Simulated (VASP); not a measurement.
Runs of VASP 6.6.1 on BRu3. The structure is that of space group Pm-3n (No. 223), or close to it. The cells are those of the table. 

```tsv
task	spin	cell	k mesh	gap on the mesh (eV)	pressure (GPa)
single point	off	a = 4.645 Å, 8 atoms	8 × 8 × 8	none	0.1
single point	off	a = 4.637 Å, 8 atoms	4 × 4 × 4	none	0.2
single point	off	a = 4.480 Å, 8 atoms	4 × 4 × 4	none	(a)
single point	collinear, ferromagnetic start	a = 4.637 Å, 8 atoms	4 × 4 × 4	none	0.2
relaxation of cell and atoms	off	relaxed from a = 4.480 Å, 8 atoms	4 × 4 × 4	none	-0.4
```

Alike in all rows: level PBE; potentials or basis VASP PAW PBE potentials, release 64 (B, Ru_pv); cutoff (eV) 500; smearing gaussian 0.1 eV.

Q: Estimate the missing entries.

A: (a) 37.4.

A k mesh can miss the band edges, and the runs leave out spin-orbit coupling on Ru.

A gap of «none» marks levels without a gap at the run's occupations.
